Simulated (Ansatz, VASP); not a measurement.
## Two plane-wave programs on TiO2

Contents of INCAR:

```
  PREC = Accurate
  ENCUT = 520
  EDIFF = 1E-6
  ISMEAR = -1
  SIGMA = 0.02
  LREAL = F
  LASPH = T
  NELM = 60
  ALGO = Normal
  ISIF = 2
  LWAVE = F
  LCHARG = F
  GGA = PE
  IBRION = 2
  NSW = 80
  EDIFFG = -0.02
```

File KPOINTS:

```
regular mesh
0
Gamma
  7 7 10
```

File POSCAR:

```
TiO2
1.0
    4.6544543012      0.0000000000      0.0000000000
    0.0000000000      4.6544543012      0.0000000000
    0.0000000000      0.0000000000      2.9979386759
Ti O
2 4
Direct
    0.0000000000      0.0000000000      0.0000000000
    0.5000000000      0.5000000000      0.5000000000
    0.3042802921      0.3042802921      0.0000000000
    0.1957197079      0.8042802921      0.5000000000
    0.6957197079      0.6957197079      0.0000000000
    0.8042802921      0.1957197079      0.5000000000
```

Input for Ansatz:

```yaml
crystal:
  lattice:
    - [4.6544543012, 0.0, 0.0]
    - [0.0, 4.6544543012, 0.0]
    - [0.0, 0.0, 2.9979386759]
  atoms:
    - { symbol: Ti, position: [0.0, 0.0, 0.0] }
    - { symbol: Ti, position: [0.5, 0.5, 0.5] }
    - { symbol: O, position: [0.3042802921, 0.3042802921, 0.0] }
    - { symbol: O, position: [0.1957197079, 0.8042802921, 0.5] }
    - { symbol: O, position: [0.6957197079, 0.6957197079, 0.0] }
    - { symbol: O, position: [0.8042802921, 0.1957197079, 0.5] }
kpoints:
  mp_grid: { grid: [7, 7, 10] }
scf:
  occupations: { method: fermi_dirac, width: 0.02 }
hamiltonian:
  xc: pbe
  pseudopotentials: { kind: paw, frozen_core: stored }
output:
  forces: true
  stress: true
  populations: true
  efg: { quadrupole_moments_barn: { Ti: 0.247, O: -0.02558 } }
  write_density: true
  write_potential: true
  elf: true
  volumetric_format: npy
relax:
  f_tol: 0.02
  max_steps: 60
```

Change from the starting cell: volume scaled by 1.04, ions relaxed.

Alike in both runs: task relaxation of the atoms; functional PBE; k mesh 7 × 7 × 10; occupations fermi-dirac, width 0.02 eV; no spin polarisation.

```csv
,VASP,Ansatz
version,VASP 6.6.1,Ansatz 0.2.0
potentials or method,"VASP PAW PBE potentials, release 64 (Ti_sv, O)","plane-wave PAW, scalar-relativistic"
plane-wave cutoff (eV),520,420
valence electrons in the cell,48,48
```

VASP gave:

| Quantity | Value |
| --- | --- |
| gap on the k mesh at the Fermi level, each at its own relaxed structure (eV) | 1.79 |

Q: What did Ansatz give for the same quantities?

A: gap on the k mesh at the Fermi level, each at its own relaxed structure (eV): 1.83.

Ansatz's warnings: stress scf threshold loose.
